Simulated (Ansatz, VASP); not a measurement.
One calculation of Hf, two programs

POSCAR

```
Hf
1.0
    0.0000000000      2.2200000000      2.2200000000
    2.1867000000      0.0000000000      2.2200000000
    2.1867000000      2.2200000000      0.0000000000
Hf
1
Direct
    0.0000000000      0.0000000000      0.0000000000
```

File INCAR.step1:

```
PREC = Accurate ; ENCUT = 520
ISMEAR = 0 ; SIGMA = 0.15
LREAL = False ; LASPH = True
NELM = 100 ; NBANDS = 11
GGA = PE ; ALGO = Normal
EDIFF = 1E-4 ; LWAVE = True
LCHARG = False
```

The input INCAR.step2:

```
PREC = Accurate ; ENCUT = 520
EDIFF = 1E-6 ; ISMEAR = 0
SIGMA = 0.15 ; LREAL = False
LASPH = True ; NELM = 100
ALGO = Normal ; ISIF = 2
LWAVE = False ; LCHARG = True
METAGGA = R2SCAN ; LMIXTAU = True
LELF = True ; LVHAR = True
NBANDS = 11 ; ISTART = 1
```

The input KPOINTS:

```
regular mesh
0
Gamma
  18 18 18
```

Input for Ansatz:

```yaml
crystal:
  lattice:
    - [0.0, 2.22, 2.22]
    - [2.1867, 0.0, 2.22]
    - [2.1867, 2.22, 0.0]
  atoms:
    - { symbol: Hf, position: [0.0, 0.0, 0.0] }
basis:
  ecutwfc: 500
kpoints:
  mp_grid: { grid: [18, 18, 18] }
hamiltonian:
  xc: r2scan
scf:
  occupations: { method: gaussian, width: 0.15 }
output:
  forces: true
  stress: true
  eigenvalues: true
  write_density: true
  write_potential: true
  elf: true
  volumetric_format: npy
```

Change from the starting cell: strain -0.0150 x Voigt [1, 0, 0, 0, 0, 0], atoms carried along.

Alike in both runs: task single point; functional r2SCAN; k mesh 18 × 18 × 18; occupations gaussian, width 0.15 eV; no spin polarisation.

|  | VASP | Ansatz |
| --- | --- | --- |
| version | VASP 6.6.1 | Ansatz 0.2.0 |
| potentials or method | VASP PAW PBE potentials, release 64 (Hf_pv), cutoff 520 eV | scalar-relativistic, plane waves, PAW |
| valence electrons in the cell | 10 | 26 |

```csv
,VASP,Ansatz,Ansatz less VASP
gap on the k mesh at the Fermi level (eV),none,none,-
pressure (GPa),3.9,4.4,+0.50
"traceless stress, the component that is largest in VASP (GPa)",0.59,0.58,-0.005
```

VASP's potentials were made for PBE, not for r2SCAN. A gap of «none» marks a metal or a gap that the smearing closes. The functional is the same, so the differences come from potentials, cutoffs and numerics. VASP's potentials hold 10 valence electrons a cell and Ansatz's 26, so a difference there can come from the potentials and not from the codes.

Spin-orbit coupling is off throughout.
